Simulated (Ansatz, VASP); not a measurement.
CoSi2 in VASP and in Ansatz

```
Co Si
1.0
     0.00000    2.64703    2.64703
     2.64703    0.00000    2.64703
     2.64703    2.64703    0.00000
Co Si
1 2
Direct
  0.00000 0.00000 0.00000
  0.25000 0.25000 0.25000
  0.75000 0.75000 0.75000
```

Alike in both runs: task relaxation of cell and atoms; functional PBE; k mesh 11 × 11 × 11; occupations fermi-dirac, width 0.1 eV; no spin polarisation.

```csv
,VASP,Ansatz
version,VASP 6.6.1,Ansatz 0.2.0
potentials or method,"VASP PAW PBE potentials, release 64 (Co, Si)","PAW with Ansatz's default frozen-core files, scalar-relativistic"
plane-wave cutoff (eV),600,420
valence electrons in the cell,17,25
```

|  | VASP | Ansatz | Ansatz less VASP |
| --- | --- | --- | --- |
| relaxed volume (Å³/atom) | 12.83 | 12.83 | +0.006 |
| relaxed cell length with the largest relative difference (Å) | 3.789 | 3.790 | +0.0006 |

VASP's potentials hold 17 valence electrons a cell and Ansatz's 25, so a difference there can come from the potentials and not from the codes.
